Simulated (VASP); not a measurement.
Input of a VASP 6.6.1 run:

Contents of INCAR:

```
ALGO     = Normal         # electronic algorithm
EDIFF    = 1E-7           # SCF threshold, eV
ENCUT    = 520            # plane-wave cutoff, eV
GGA      = PE             # functional
ISIF     = 2              # what is computed and relaxed
ISMEAR   = 0              # smearing method
LASPH    = T              # aspherical terms in the spheres
LCHARG   = F              # write CHGCAR
LREAL    = F              # projectors in reciprocal space
LWAVE    = F              # write WAVECAR
NBANDS   = 14             # bands
NELM     = 60             # most SCF steps
PREC     = Accurate       # precision mode
SIGMA    = 0.05           # smearing width, eV
```

File KPOINTS:

```
k-points
0
Gamma
  6 6 6
```

POSCAR

```
NaCl
1.0
    3.5021900000      0.0000000000      0.0000000000
    0.0000000000      3.5021900000      0.0000000000
    0.0000000000      0.0000000000      3.5021900000
Cl Na
1 1
Direct
    0.4982630000      0.4963960000      0.5019420000
   -0.0092900000      0.0014830000     -0.0073130000
```

Potentials or basis: VASP PAW PBE potentials, release 64 (Cl, Na_pv).

The run is started by

```console
$ cat potpaw_PBE.64/Cl/POTCAR potpaw_PBE.64/Na_pv/POTCAR > POTCAR
$ mpirun -np 1 vasp_std > vasp.out
```

(1) What does it give for the pressure?

(2) What does it give for the band gap on the k mesh?

(3) What does it give for the largest force?

Answers

(1) 0.1 GPa.

(2) 3.98 eV, indirect (least direct gap 4.47 eV).

(3) 0.015 eV/Å.
